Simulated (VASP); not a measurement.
# Ag in VASP: single point with PBE

Aim: the single point of Ag with PBE.

Everything below comes from runs of VASP 6.6.1. Logs are shortened: lines on timing, memory, paths and dates and some standing lists are left out, and cuts for length are marked.

## Step 1: The cell of the first run

The cell holds a slab with vacuum, 5 atoms: a = 2.932 Å, b = 2.932 Å, c = 25.577 Å, α = 90.00°, β = 90.00°, γ = 120.00°.

## Step 2: Single point, PBE

File INCAR:

```
SYSTEM = Ag
PREC = Accurate
ENCUT = 520
EDIFF = 1E-7
ISMEAR = -1
SIGMA = 0.05
LREAL = .FALSE.
LASPH = .TRUE.
NELM = 80
ALGO = Normal
ISIF = 2
LWAVE = .FALSE.
LCHARG = .FALSE.
LDIPOL = .TRUE.
IDIPOL = 3
DIPOL = 0.5 0.5 0.500
GGA = PE
NBANDS = 36
```

File KPOINTS:

```
Automatic mesh
0
G
  14 14 1
  0 0 0
```

File POSCAR:

```
Ag
1.0
    2.9322829450      0.0000000000      0.0000000000
   -1.4661414725      2.5394315215      0.0000000000
    0.0000000000      0.0000000000     25.5768000000
Ag
5
Direct
    0.8333333333      0.1666666667      0.3142252351
    0.1666666667      0.8333333333      0.4073356663
    0.5000000000      0.5000000000      0.5000000004
    0.8333333333      0.1666666667      0.5926643334
    0.1666666667      0.8333333333      0.6857747647
```

Potentials or basis: VASP PAW PBE potentials, release 64 (Ag).

Run with:

```sh
cat potpaw_PBE.64/Ag/POTCAR > POTCAR
mpirun -np 1 vasp_std > vasp.out
```

OUTCAR:

```text
SYSTEM = Ag
   PREC = Accurate
   ENCUT = 520
   EDIFF = 1E-7
   ISMEAR = -1
   LREAL = .FALSE.
   LASPH = .TRUE.
   NELM = 80
   ISIF = 2
   GGA = PE

 ion  position               nearest neighbor table
   1  0.833  0.167  0.314-   2 2.92   2 2.92   2 2.92
   2  0.167  0.833  0.407-   3 2.91   3 2.91   3 2.91   1 2.92   1 2.92   1 2.92
   3  0.500  0.500  0.500-   4 2.91   4 2.91   4 2.91   2 2.91   2 2.91   2 2.91
   4  0.833  0.167  0.593-   3 2.91   3 2.91   3 2.91   5 2.92   5 2.92   5 2.92
   5  0.167  0.833  0.686-   4 2.92   4 2.92   4 2.92

  LATTYP: Found a hexagonal cell.
 ALAT       =     2.9322829450
 C/A-ratio  =     8.7224870450

  Lattice vectors:

 A1 = (   2.9322829450,   0.0000000000,   0.0000000000)
 A2 = (  -1.4661414725,   2.5394315215,   0.0000000000)
 A3 = (   0.0000000000,   0.0000000000,  25.5768000000)

Analysis of symmetry for initial positions (statically):
=====================================================================
 Subroutine PRICEL returns:
 Original cell was already a primitive cell.

 Routine SETGRP: Setting up the symmetry group for a
 hexagonal supercell.

 Subroutine GETGRP returns: Found 12 space group operations
 (whereof  4 operations were pure point group operations)
 out of a pool of 24 trial point group operations.

The static configuration has the point symmetry C_2h.
 The point group associated with its full space group is D_3d.

Analysis of symmetry for dynamics (positions and initial velocities):
=====================================================================
 Subroutine PRICEL returns:
 Original cell was already a primitive cell.

 Routine SETGRP: Setting up the symmetry group for a
 hexagonal supercell.

 Subroutine GETGRP returns: Found 12 space group operations
 (whereof  4 operations were pure point group operations)
 out of a pool of 24 trial point group operations.

The dynamic configuration has the point symmetry C_2h.
 The point group associated with its full space group is D_3d.

 Subroutine INISYM returns: Found 12 space group operations
 (whereof  4 operations are pure point group operations),
 and found     1 'primitive' translations

----------------------------------------------------------------------------------------

                                     Primitive cell

  volume of cell :     190.4533

  direct lattice vectors                    reciprocal lattice vectors
     2.932282945  0.000000000  0.000000000     0.341031210  0.196894461  0.000000000
    -1.466141472  2.539431522  0.000000000     0.000000000  0.393788921  0.000000000
     0.000000000  0.000000000 25.576800000     0.000000000  0.000000000  0.039097933

  length of vectors
     2.932282945  2.932282945 25.576800000     0.393788921  0.393788921  0.039097933

  position of ions in fractional coordinates (direct lattice)
     0.833333333  0.166666667  0.314225235
     0.166666667  0.833333333  0.407335666
     0.500000000  0.500000000  0.500000000
     0.833333333  0.166666667  0.592664333
     0.166666667  0.833333333  0.685774765

  ion indices of the primitive-cell ions
   primitive index   ion index
                 1           1
                 2           2
                 3           3
                 4           4
                 5           5

----------------------------------------------------------------------------------------

 KPOINTS: Automatic mesh

Automatic generation of k-mesh.
 Grid dimensions read from file:
 generate k-points for:   14   14    1

 Generating k-lattice:

  Cartesian coordinates                     Fractional coordinates (reciprocal lattice)
     0.024359372  0.014063890  0.000000000     0.071428571  0.000000000  0.000000000
     0.000000000  0.028127780  0.000000000     0.000000000  0.071428571  0.000000000
     0.000000000  0.000000000  0.039097933     0.000000000  0.000000000  1.000000000

  Length of vectors
     0.028127780  0.028127780  0.039097933

  Shift w.r.t. Gamma in fractional coordinates (k-lattice)
     0.000000000  0.000000000  0.000000000

 Subroutine IBZKPT returns following result:
 ===========================================

 Found     24 irreducible k-points:

 Following reciprocal coordinates:
            Coordinates               Weight
  0.000000  0.000000  0.000000      1.000000
  0.071429  0.000000  0.000000      6.000000
  0.142857  0.000000  0.000000      6.000000
  0.214286  0.000000  0.000000      6.000000
  0.285714  0.000000  0.000000      6.000000
  0.357143  0.000000  0.000000      6.000000
[... 16 lines left out ...]
  0.285714  0.285714  0.000000      6.000000
  0.357143  0.285714  0.000000      6.000000
   k-points           NKPTS =     24   k-points in BZ     NKDIM =     24   number of bands    NBANDS=     36
   number of dos      NEDOS =    301   number of ions     NIONS =      5
   total plane-waves  NPLWV = 110592
   dimension x,y,z NGX =    24 NGY =   24 NGZ =  192
   dimension x,y,z NGXF=    48 NGYF=   48 NGZF=  384
   ions per type =               5
   NGX,Y,Z   is equivalent  to a cutoff of  13.61, 13.61, 12.48 a.u.
   NGXF,Y,Z  is equivalent  to a cutoff of  27.21, 27.21, 24.96 a.u.
 SYSTEM =  Ag
   PREC   = accura    normal or accurate (medium, high low for compatibility)
   ISTART =      0    job   : 0-new  1-cont  2-samecut
   ICHARG =      2    charge: 1-file 2-atom 10-const
   ISPIN  =      1    spin polarized calculation?
   LNONCOLLINEAR =      F non collinear calculations
   LSORBIT =      F    spin-orbit coupling
   LASPH  =      T    aspherical Exc in radial PAW
   ENCUT  =  520.0 eV  38.22 Ry    6.18 a.u.   5.45  5.45 47.56*2*pi/ulx,y,z
   NELM   =     80;   NELMIN=  2; NELMDL= -5     # of ELM steps
   EDIFF  = 0.1E-06   stopping-criterion for ELM
   LREAL  =      F    real-space projection
   EDIFFG = 0.1E-05   stopping-criterion for IOM
   NSW    =      0    number of steps for IOM
   IBRION =     -1    ionic relax: 0-MD 1-quasi-New 2-CG
   NFREE  =      0    steps in history (QN), initial steepest desc. (CG)
   ISIF   =      2    stress and relaxation
   ISYM   =      2    0-nonsym 1-usesym 2-fastsym
   POTIM  = 0.5000    time-step for ionic-motion
   TEBEG  =    0.0;   TEEND  =   0.0 temperature during run
   PSTRESS=    0.0 pullay stress
   NELECT =      55.0000    total number of electrons
   NUPDOWN=      -1.0000    fix difference up-down
   EMIN   =  10.00;   EMAX   =-10.00  energy-range for DOS
   EFERMI =   0.00;   METHOD = LEGACY
   ISMEAR =    -1;   SIGMA  =   0.05  broadening in eV -4-tet -1-fermi 0-gaus
   EFERMI_NEDOS =   21; number of points for ismear=-14 and -15
   IALGO  =     38    algorithm
   IMIX   =      4    mixing-type and parameters
     AMIX     =   0.40;   BMIX     =  1.00
     AMIX_MAG =   1.60;   BMIX_MAG =  1.00
  volume/ion in A,a.u.               =      38.09       257.05
  Fermi-wavevector in a.u.,A,eV,Ry     =   1.082097  2.044867 15.931524  1.170934
  Thomas-Fermi vector in A             =   2.218130
   LORBIT       =      0    0 simple, 1 ext, 2 COOP (PROOUT), +10 PAW based schemes
   GGA     = PE    functional components
   LHFCALC =     F    Hartree Fock is set to
   AEXX    =    0.0000 exact exchange contribution
   IVDW    =     0    specifies the selected vdW correction
   LEPSILON=     F    determine dielectric tensor
   LRPA    =     F    only Hartree local field effects (RPA)
 non-spin polarized calculation
  energy-cutoff  :      520.00
  volume of cell :      190.45
 maximum number of plane-waves:      5243
 NGX is ok and might be reduce to    24
   NGX = 11   NGY = 11   NGZ = 95

 number of electron      55.0000016 magnetization

 dipolmoment           0.000000      0.000000      0.000000 electrons x Angstroem

 Free energy of the ion-electron system (eV)
  ---------------------------------------------------
  ext. energy  EPLUGINS =         0.00000000
  ---------------------------------------------------
  free energy    TOTEN  =       -12.89576464 eV

  energy without entropy =      -12.88238103  energy(sigma->0) =      -12.88907283

 E-fermi :   1.3444     XC(G=0):  -6.2160

 val. band max:        1.2665388930   @ k =   0.0714   0.0714   0.0000
 cond. band min:       1.3636744900   @ k =   0.5000   0.0000   0.0000
 fundamental gap:      0.0971355971
 Fermi energy:         1.3443556735

 k-point     1 :       0.0000    0.0000    0.0000
  band No.  band energies     occupation
      1      -5.9128      2.00000
      2      -5.2622      2.00000
      3      -4.7771      2.00000
      4      -4.5836      2.00000
      5      -4.5682      2.00000
      6      -3.3397      2.00000
[... 28 lines left out ...]
     35       7.3951      0.00000
     36       7.7226      0.00000

 k-point     2 :       0.0714    0.0000    0.0000
  band No.  band energies     occupation
      1      -5.7786      2.00000
      2      -5.1339      2.00000
      3      -4.6894      2.00000
      4      -4.4916      2.00000
      5      -4.4553      2.00000
      6      -3.4380      2.00000
[... 28 lines left out ...]
     35       7.5070      0.00000
     36       7.8317      0.00000

 k-point     3 :       0.1429    0.0000    0.0000
  band No.  band energies     occupation
      1      -5.4015      2.00000
      2      -4.7921      2.00000
      3      -4.4689      2.00000
      4      -4.2682      2.00000
      5      -4.1613      2.00000
      6      -3.6127      2.00000
[... 28 lines left out ...]
     35       7.8477      0.00000
     36       8.1598      0.00000
[... 742 lines left out ...]
 k-point    23 :       0.2857    0.2857    0.0000
  band No.  band energies     occupation
      1      -4.2540      2.00000
      2      -4.2359      2.00000
      3      -4.0328      2.00000
      4      -3.9376      2.00000
      5      -3.8191      2.00000
      6      -3.7672      2.00000
[... 28 lines left out ...]
     35       7.5549      0.00000
     36       8.0267      0.00000

 k-point    24 :       0.3571    0.2857    0.0000
  band No.  band energies     occupation
      1      -4.2531      2.00000
      2      -4.1127      2.00000
      3      -4.0589      2.00000
      4      -3.9238      2.00000
      5      -3.8790      2.00000
      6      -3.7839      2.00000
[... 28 lines left out ...]
     35       7.2952      0.00000
     36       7.6834      0.00000

------------------------ aborting loop because EDIFF is reached ----------------------------------------

 vacuum level on the upper side and lower side of the slab       (xc-potential included)        -0.076        -0.076

  FORCE on cell =-STRESS in cart. coord.  units (eV):
  Direction    XX          YY          ZZ          XY          YZ          ZX
  --------------------------------------------------------------------------------------
  -------------------------------------------------------------------------------------
  Total       -0.6642319     -0.6642319     -0.0728302      0.0000000      0.0000000      0.0000000
  in kB       -5.5878113     -5.5878113     -0.6126797      0.0000000      0.0000000      0.0000000
  external PRESSURE =      -3.9294341 kB  Pullay stress =       0.0000000 kB

 VOLUME and BASIS-vectors are now :
 -----------------------------------------------------------------------------
  energy-cutoff  :      520.00
  volume of cell :      190.45
      direct lattice vectors                 reciprocal lattice vectors
     2.932282945  0.000000000  0.000000000     0.341031210  0.196894461  0.000000000
    -1.466141472  2.539431522  0.000000000     0.000000000  0.393788921  0.000000000
     0.000000000  0.000000000 25.576800000     0.000000000  0.000000000  0.039097933

 POSITION                                       TOTAL-FORCE (eV/Angst)
 -----------------------------------------------------------------------------------
      2.19921      0.42324      8.03688         0.000000      0.000000      0.006127
     -0.73307      2.11619     10.41834         0.000000      0.000000     -0.004400
      0.73307      1.26972     12.78840         0.000000      0.000000      0.000000
      2.19921      0.42324     15.15846        -0.000000     -0.000000      0.004400
     -0.73307      2.11619     17.53992        -0.000000      0.000000     -0.006127
 -----------------------------------------------------------------------------------
    total drift:                               -0.000000      0.000000      0.000002

  FREE ENERGIE OF THE ION-ELECTRON SYSTEM (eV)
  ---------------------------------------------------
  free  energy   TOTEN  =       -12.8957646374 eV

  energy  without entropy=      -12.8823810300  energy(sigma->0) =      -12.88907283

 vacuum level on the upper side and lower side of the slab         5.707         5.707
```

It took 2.4 min on 1 thread of Intel Xeon Platinum 8488C (Sapphire Rapids), shared host; peak memory 0.37 GiB.

Results:

```
Free energy            : -12.8958 eV
Largest force          : 0.006 eV/Å
Band gap on the k mesh : zero (an odd number of electrons rules out a gap without spin polarisation)
```

Forces on the atoms (eV/Å):
```
Ag   0.000  0.000  0.006
Ag   0.000  0.000 -0.004
Ag   0.000  0.000  0.000
Ag   0.000  0.000  0.004
Ag   0.000  0.000 -0.006
```

Levels at points of the mesh, in eV from the Fermi level:
| k point | band 25 | band 26 | band 27 | band 28 | band 29 | band 30 | band 31 | band 32 |
| --- | --- | --- | --- | --- | --- | --- | --- | --- |
| (0.00, 0.00, 0.00) | -3.20 | -3.20 | -3.01 | -3.01 | -2.67 | -0.65 | 0.27 | 3.92 |
| (0.50, 0.00, 0.00) | -2.74 | 0.02 | 0.63 | 1.10 | 1.44 | 1.62 | 3.68 | 4.25 |

The gap in the log of VASP goes by the Fermi energy; the results here count the filled bands.